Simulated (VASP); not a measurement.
# V (Pm-3n) in VASP: single point with LDA

Aim: the single point of V with LDA.

Program: VASP 6.6.1. These are calculated values, not measurements. Logs are shortened: lines on timing, memory, paths and dates and some standing lists are left out, and cuts for length are marked.

### Step 1. The cell of the first run

It takes space group Pm-3n (No. 223, cubic). Conventional cell: a = 4.678 Å, b = 4.678 Å, c = 4.678 Å, α = 90.00°, β = 90.00°, γ = 90.00°. V (site symmetry m-3) has 12 V at 2.62 Å within 3.4 Å. Within 3.1 Å of V (site symmetry -4m2) lie 14 V at 2.34 to 2.86 Å.

### Step 2. Single point, LDA

Contents of INCAR:

```
SYSTEM = V
ALGO = Normal
EDIFF = 1E-6
ENCUT = 520
ISIF = 2
ISMEAR = -1
LASPH = .TRUE.
LCHARG = .TRUE.
LELF = .TRUE.
LREAL = .FALSE.
LVHAR = .TRUE.
LWAVE = .FALSE.
NBANDS = 62
NELM = 80
PREC = Accurate
SIGMA = 0.1
```

Contents of KPOINTS:

```
k-points
0
G
  7 7 7
  0 0 0
```

Contents of POSCAR:

```
V
1.0
    4.6784056987      0.0000000000      0.0000000000
    0.0000000000      4.6784056987      0.0000000000
    0.0000000000      0.0000000000      4.6784056987
V
8
Direct
    1.0000000000      0.0000000000      0.0000000000
    0.5000000000      0.5000000000      0.5000000000
    0.2500000000      1.0000000000      0.5000000000
    0.7500000000      1.0000000000      0.5000000000
    0.5000000000      0.2500000000      1.0000000000
    0.5000000000      0.7500000000      0.0000000000
    0.0000000000      0.5000000000      0.2500000000
    0.0000000000      0.5000000000      0.7500000000
```

Potentials or basis: VASP PAW LDA potentials, release 64 (V_sv).

The run is started by

```sh
$ cat potpaw_LDA.64/V_sv/POTCAR > POTCAR
$ mpirun -np 1 vasp_std > vasp.out
```

OUTCAR:

```text
SYSTEM = V
   EDIFF = 1E-6
   ENCUT = 520
   ISIF = 2
   ISMEAR = -1
   LASPH = .TRUE.
   LREAL = .FALSE.
   NELM = 80
   PREC = Accurate

 ion  position               nearest neighbor table
   1  0.000  0.000  0.000-   3 2.62   4 2.62   5 2.62   6 2.62   7 2.62   8 2.62   3 2.62   4 2.62
                             7 2.62   8 2.62   5 2.62   6 2.62
   2  0.500  0.500  0.500-   3 2.62   4 2.62   5 2.62   6 2.62   7 2.62   8 2.62   5 2.62   6 2.62
                             3 2.62   4 2.62   7 2.62   8 2.62
   3  0.250  0.000  0.500-   4 2.34   4 2.34   1 2.62   1 2.62   2 2.62   2 2.62   8 2.86   5 2.86
                             5 2.86   6 2.86   6 2.86   7 2.86   8 2.86   7 2.86
   4  0.750  0.000  0.500-   3 2.34   3 2.34   1 2.62   1 2.62   2 2.62   2 2.62   8 2.86   5 2.86
                             5 2.86   6 2.86   6 2.86   7 2.86   8 2.86   7 2.86
   5  0.500  0.250  0.000-   6 2.34   6 2.34   1 2.62   2 2.62   2 2.62   1 2.62   8 2.86   4 2.86
                             3 2.86   4 2.86   3 2.86   7 2.86   7 2.86   8 2.86
   6  0.500  0.750  0.000-   5 2.34   5 2.34   1 2.62   2 2.62   2 2.62   1 2.62   8 2.86   4 2.86
                             3 2.86   4 2.86   3 2.86   7 2.86   7 2.86   8 2.86
   7  0.000  0.500  0.250-   8 2.34   8 2.34   1 2.62   2 2.62   1 2.62   2 2.62   3 2.86   4 2.86
                             5 2.86   3 2.86   4 2.86   6 2.86   5 2.86   6 2.86
   8  0.000  0.500  0.750-   7 2.34   7 2.34   1 2.62   2 2.62   1 2.62   2 2.62   3 2.86   4 2.86
                             5 2.86   3 2.86   4 2.86   6 2.86   5 2.86   6 2.86

  LATTYP: Found a simple cubic cell.
 ALAT       =     4.6784056987

  Lattice vectors:

 A1 = (   4.6784056987,   0.0000000000,   0.0000000000)
 A2 = (   0.0000000000,   4.6784056987,   0.0000000000)
 A3 = (   0.0000000000,   0.0000000000,   4.6784056987)

Analysis of symmetry for initial positions (statically):
=====================================================================
 Subroutine PRICEL returns:
 Original cell was already a primitive cell.

 Routine SETGRP: Setting up the symmetry group for a
 simple cubic supercell.

 Subroutine GETGRP returns: Found 48 space group operations
 (whereof 24 operations were pure point group operations)
 out of a pool of 48 trial point group operations.

The static configuration has the point symmetry T_h .
 The point group associated with its full space group is O_h .

Analysis of symmetry for dynamics (positions and initial velocities):
=====================================================================
 Subroutine PRICEL returns:
 Original cell was already a primitive cell.

 Routine SETGRP: Setting up the symmetry group for a
 simple cubic supercell.

 Subroutine GETGRP returns: Found 48 space group operations
 (whereof 24 operations were pure point group operations)
 out of a pool of 48 trial point group operations.

The dynamic configuration has the point symmetry T_h .
 The point group associated with its full space group is O_h .

 Subroutine INISYM returns: Found 48 space group operations
 (whereof 24 operations are pure point group operations),
 and found     1 'primitive' translations

----------------------------------------------------------------------------------------

                                     Primitive cell

  volume of cell :     102.3985

  direct lattice vectors                    reciprocal lattice vectors
     4.678405699  0.000000000  0.000000000     0.213748030  0.000000000  0.000000000
     0.000000000  4.678405699  0.000000000     0.000000000  0.213748030  0.000000000
     0.000000000  0.000000000  4.678405699     0.000000000  0.000000000  0.213748030

  length of vectors
     4.678405699  4.678405699  4.678405699     0.213748030  0.213748030  0.213748030

  position of ions in fractional coordinates (direct lattice)
     0.000000000  0.000000000  0.000000000
     0.500000000  0.500000000  0.500000000
     0.250000000  0.000000000  0.500000000
     0.750000000  0.000000000  0.500000000
     0.500000000  0.250000000  0.000000000
     0.500000000  0.750000000  0.000000000
     0.000000000  0.500000000  0.250000000
     0.000000000  0.500000000  0.750000000

  ion indices of the primitive-cell ions
   primitive index   ion index
                 1           1
                 2           2
                 3           3
                 4           4
                 5           5
                 6           6
                 7           7
                 8           8

----------------------------------------------------------------------------------------

 KPOINTS: k-points

Automatic generation of k-mesh.
 Grid dimensions read from file:
 generate k-points for:    7    7    7

 Generating k-lattice:

  Cartesian coordinates                     Fractional coordinates (reciprocal lattice)
     0.030535433  0.000000000  0.000000000     0.142857143  0.000000000  0.000000000
     0.000000000  0.030535433  0.000000000     0.000000000  0.142857143  0.000000000
     0.000000000  0.000000000  0.030535433     0.000000000  0.000000000  0.142857143

  Length of vectors
     0.030535433  0.030535433  0.030535433

  Shift w.r.t. Gamma in fractional coordinates (k-lattice)
     0.000000000  0.000000000  0.000000000

 Subroutine IBZKPT returns following result:
 ===========================================

 Found     20 irreducible k-points:

 Following reciprocal coordinates:
            Coordinates               Weight
  0.000000  0.000000  0.000000      1.000000
  0.142857  0.000000  0.000000      6.000000
  0.285714  0.000000  0.000000      6.000000
  0.428571  0.000000  0.000000      6.000000
  0.142857  0.142857  0.000000     12.000000
  0.285714  0.142857  0.000000     24.000000
[... 12 lines left out ...]
  0.428571  0.428571  0.285714     24.000000
  0.428571  0.428571  0.428571      8.000000
   k-points           NKPTS =     20   k-points in BZ     NKDIM =     20   number of bands    NBANDS=     62
   number of dos      NEDOS =    301   number of ions     NIONS =      8
   total plane-waves  NPLWV =  46656
   dimension x,y,z NGX =    36 NGY =   36 NGZ =   36
   dimension x,y,z NGXF=    72 NGYF=   72 NGZF=   72
   ions per type =               8
   NGX,Y,Z   is equivalent  to a cutoff of  12.79, 12.79, 12.79 a.u.
   NGXF,Y,Z  is equivalent  to a cutoff of  25.59, 25.59, 25.59 a.u.
 SYSTEM =  V
   PREC   = accura    normal or accurate (medium, high low for compatibility)
   ISTART =      0    job   : 0-new  1-cont  2-samecut
   ICHARG =      2    charge: 1-file 2-atom 10-const
   ISPIN  =      1    spin polarized calculation?
   LNONCOLLINEAR =      F non collinear calculations
   LSORBIT =      F    spin-orbit coupling
   LASPH  =      T    aspherical Exc in radial PAW
   ENCUT  =  520.0 eV  38.22 Ry    6.18 a.u.   8.70  8.70  8.70*2*pi/ulx,y,z
   NELM   =     80;   NELMIN=  2; NELMDL= -5     # of ELM steps
   EDIFF  = 0.1E-05   stopping-criterion for ELM
   LREAL  =      F    real-space projection
   EDIFFG = 0.1E-04   stopping-criterion for IOM
   NSW    =      0    number of steps for IOM
   IBRION =     -1    ionic relax: 0-MD 1-quasi-New 2-CG
   NFREE  =      0    steps in history (QN), initial steepest desc. (CG)
   ISIF   =      2    stress and relaxation
   ISYM   =      2    0-nonsym 1-usesym 2-fastsym
   POTIM  = 0.5000    time-step for ionic-motion
   TEBEG  =    0.0;   TEEND  =   0.0 temperature during run
   PSTRESS=    0.0 pullay stress
   NELECT =     104.0000    total number of electrons
   NUPDOWN=      -1.0000    fix difference up-down
   EMIN   =  10.00;   EMAX   =-10.00  energy-range for DOS
   EFERMI =   0.00;   METHOD = LEGACY
   ISMEAR =    -1;   SIGMA  =   0.10  broadening in eV -4-tet -1-fermi 0-gaus
   EFERMI_NEDOS =   21; number of points for ismear=-14 and -15
   IALGO  =     38    algorithm
   IMIX   =      4    mixing-type and parameters
     AMIX     =   0.40;   BMIX     =  1.00
     AMIX_MAG =   1.60;   BMIX_MAG =  1.00
  volume/ion in A,a.u.               =      12.80        86.38
  Fermi-wavevector in a.u.,A,eV,Ry     =   1.645589  3.109712 36.844079  2.707963
  Thomas-Fermi vector in A             =   2.735361
   LORBIT       =      0    0 simple, 1 ext, 2 COOP (PROOUT), +10 PAW based schemes
   GGA     = CA    functional components
   LHFCALC =     F    Hartree Fock is set to
   AEXX    =    0.0000 exact exchange contribution
   IVDW    =     0    specifies the selected vdW correction
   LEPSILON=     F    determine dielectric tensor
   LRPA    =     F    only Hartree local field effects (RPA)
 non-spin polarized calculation
  energy-cutoff  :      520.00
  volume of cell :      102.40
 maximum number of plane-waves:      2777
 NGX is ok and might be reduce to    36
   NGX = 17   NGY = 17   NGZ = 17

 number of electron     104.0000077 magnetization

 Free energy of the ion-electron system (eV)
  ---------------------------------------------------
  ext. energy  EPLUGINS =         0.00000000
  ---------------------------------------------------
  free energy    TOTEN  =       -79.24433137 eV

  energy without entropy =      -78.87906879  energy(sigma->0) =      -79.06170008

 E-fermi :  10.1583     XC(G=0): -13.5059

 val. band max:       10.1509243353   @ k =   0.4286   0.4286   0.0000
 cond. band min:      10.1585536262   @ k =   0.2857   0.1429   0.1429
 fundamental gap:      0.0076292908
 Fermi energy:        10.1583395995

 k-point     1 :       0.0000    0.0000    0.0000
  band No.  band energies     occupation
      1     -52.8706      2.00000
      2     -52.6943      2.00000
      3     -52.6943      2.00000
      4     -52.6470      2.00000
      5     -52.5563      2.00000
      6     -52.4583      2.00000
[... 54 lines left out ...]
     61      12.2419      0.00000
     62      12.2420      0.00000

 k-point     2 :       0.1429    0.0000    0.0000
  band No.  band energies     occupation
      1     -52.8604      2.00000
      2     -52.6985      2.00000
      3     -52.6858      2.00000
      4     -52.6481      2.00000
      5     -52.5595      2.00000
      6     -52.4695      2.00000
[... 1169 lines left out ...]
      6     -52.5652      2.00000
[... 54 lines left out ...]
     61      12.4586      0.00000
     62      12.4586      0.00000

------------------------ aborting loop because EDIFF is reached ----------------------------------------

  FORCE on cell =-STRESS in cart. coord.  units (eV):
  Direction    XX          YY          ZZ          XY          YZ          ZX
  --------------------------------------------------------------------------------------
  -------------------------------------------------------------------------------------
  Total        0.3846512      0.3846512      0.3846512      0.0000000      0.0000000      0.0000000
  in kB        6.0184408      6.0184408      6.0184408      0.0000000      0.0000000      0.0000000
  external PRESSURE =       6.0184408 kB  Pullay stress =       0.0000000 kB

 VOLUME and BASIS-vectors are now :
 -----------------------------------------------------------------------------
  energy-cutoff  :      520.00
  volume of cell :      102.40
      direct lattice vectors                 reciprocal lattice vectors
     4.678405699  0.000000000  0.000000000     0.213748030  0.000000000  0.000000000
     0.000000000  4.678405699  0.000000000     0.000000000  0.213748030  0.000000000
     0.000000000  0.000000000  4.678405699     0.000000000  0.000000000  0.213748030

 POSITION                                       TOTAL-FORCE (eV/Angst)
 -----------------------------------------------------------------------------------
      0.00000      0.00000      0.00000        -0.000000     -0.000000     -0.000000
      2.33920      2.33920      2.33920        -0.000000     -0.000000     -0.000000
      1.16960      0.00000      2.33920         0.000000     -0.000000     -0.000000
      3.50880      0.00000      2.33920        -0.000000     -0.000000     -0.000000
      2.33920      1.16960      0.00000        -0.000000     -0.000000      0.000000
      2.33920      3.50880      0.00000        -0.000000     -0.000000      0.000000
      0.00000      2.33920      1.16960         0.000000      0.000000     -0.000000
      0.00000      2.33920      3.50880         0.000000      0.000000     -0.000000
 -----------------------------------------------------------------------------------
    total drift:                                0.000000      0.000000     -0.000000

  FREE ENERGIE OF THE ION-ELECTRON SYSTEM (eV)
  ---------------------------------------------------
  free  energy   TOTEN  =       -79.2443313740 eV

  energy  without entropy=      -78.8790687940  energy(sigma->0) =      -79.06170008
```

Run time: 3.2 min. Hardware: 1 thread of AMD EPYC 7R43 (Zen 3), shared host; peak memory 0.18 GiB.

Results:

* Free energy: -79.2443 eV
* Pressure: 0.6 GPa
* Band gap on the k mesh: zero (bands 52 and 53 overlap by 0.35 eV)
